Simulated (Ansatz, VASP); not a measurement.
# WSe2: VASP beside Ansatz

The input INCAR:

```
SYSTEM = WSe2
ALGO = Normal ; EDIFF = 1E-7
ENCUT = 520 ; GGA = PE
ISIF = 2 ; ISMEAR = 0
LASPH = .TRUE. ; LCHARG = .FALSE.
LREAL = .FALSE. ; LWAVE = .FALSE.
NBANDS = 49 ; NELM = 80
PREC = Accurate ; SIGMA = 0.05
```

The input KPOINTS:

```
k-points
0
G
  12 12 1
  0 0 0
```

POSCAR

```
WSe2
1.0
    3.3206078107      0.0000000000      0.0000000000
   -1.6603039053      2.8757307201      0.0000000000
    0.0000000000      0.0000000000     31.0209653925
W Se
3 6
Direct
    0.6666666667      0.3333333333      0.0000000000
    0.3333333333      0.6666666667      0.7543470704
    0.3333333333      0.6666666667      0.2456529296
    0.3333333333      0.6666666667      0.0541018954
    0.6162833422      0.2964501800      0.8084497294
    0.6666666667      0.3333333333      0.2997487775
    0.3333333333      0.6666666667      0.9458981046
    0.6666666667      0.3333333333      0.7002512225
    0.6666666667      0.3333333333      0.1915502706
```

Input for Ansatz:

```yaml
crystal:
  lattice:
    - [3.3206078107, 0.0, 0.0]
    - [-1.6603039053, 2.8757307201, 0.0]
    - [0.0, 0.0, 31.0209653925]
  atoms:
    - { symbol: W, position: [0.6666666667, 0.3333333333, 0.0] }
    - { symbol: W, position: [0.3333333333, 0.6666666667, 0.7543470704] }
    - { symbol: W, position: [0.3333333333, 0.6666666667, 0.2456529296] }
    - { symbol: Se, position: [0.3333333333, 0.6666666667, 0.0541018954] }
    - { symbol: Se, position: [0.6162833422, 0.29645018, 0.8084497294] }
    - { symbol: Se, position: [0.6666666667, 0.3333333333, 0.2997487775] }
    - { symbol: Se, position: [0.3333333333, 0.6666666667, 0.9458981046] }
    - { symbol: Se, position: [0.6666666667, 0.3333333333, 0.7002512225] }
    - { symbol: Se, position: [0.6666666667, 0.3333333333, 0.1915502706] }
basis:
  ecutwfc: 420
kpoints:
  mp_grid: { grid: [12, 12, 1] }
hamiltonian:
  xc: pbe
scf:
  occupations: { method: gaussian, width: 0.05 }
output:
  forces: true
  stress: true
  eigenvalues: true
```

Alike in both runs: task single point; functional PBE; k mesh 12 × 12 × 1; occupations gaussian, width 0.05 eV; no spin polarisation.

```csv
,VASP,Ansatz
version,VASP 6.6.1,Ansatz 0.2.0
potentials or method,"VASP PAW PBE potentials, release 64 (W_sv, Se), cutoff 520 eV","scalar-relativistic, plane waves, PAW"
valence electrons in the cell,78,138
```

Ansatz gave:

```
gap on the k mesh at the Fermi level (eV) : 1.50
least direct gap on the mesh (eV)         : 1.53
rms of the force components (eV/Å)        : 0.339
```

Question: Which values does VASP return?

Answer: gap on the k mesh at the Fermi level (eV): 1.50; least direct gap on the mesh (eV): 1.52; rms of the force components (eV/Å): 0.342.

Atom by atom the forces differ by 0.021 eV/Å (rms over components). VASP's potentials hold 78 valence electrons a cell and Ansatz's 138, so a difference there can come from the potentials and not from the codes.

Neither program's run includes spin-orbit coupling.
